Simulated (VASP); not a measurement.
MoSe, 2 atoms in the cell. It takes space group Fm-3m (No. 225, cubic). Conventional cell: a = 5.713 Å, b = 5.713 Å, c = 5.713 Å, α = 90.00°, β = 90.00°, γ = 90.00°. Within 3.8 Å of Mo (site symmetry m-3m) lie 6 Se at 2.86 Å. Within 3.8 Å of Se (site symmetry m-3m) lie 6 Mo at 2.86 Å. 

| Quantity | Value |
| --- | --- |
| Program | VASP 6.6.1 |
| Task | single point |
| Functional | r2SCAN |
| Potentials or basis | VASP PAW PBE potentials, release 64 (Mo_sv, Se) |
| Cutoff | 520 eV |
| k mesh | 12 × 12 × 12 |
| Occupations | gaussian, width 0.1 eV |
| Spin | collinear spin |
| Starting moments | [2.0, 0.0] μB |
| Hubbard terms | Mo d U = 4.38 eV |
| Dipole correction | no |
| Further INCAR settings | ALGO = Normal; EDIFF = 1e-07; NBANDS = 21 |

Potentials or basis: VASP PAW PBE potentials, release 64 (Mo_sv, Se).

Command:

```sh
$ cat potpaw_PBE.64/Mo_sv/POTCAR potpaw_PBE.64/Se/POTCAR > POTCAR
$ cp INCAR.step1 INCAR
$ mpirun -np 1 vasp_std > vasp.out
$ cp INCAR.step2 INCAR
$ mpirun -np 1 vasp_std > vasp.out
```

Hardware: 1 thread of Intel(R) Xeon(R) 6975P-C (Granite Rapids) (shared host).

How long does it take, and how much memory?

Wall time 8 min on 1 thread of Intel(R) Xeon(R) 6975P-C (Granite Rapids) (shared host), peak memory 0.27 GiB. Counts: k points 72.
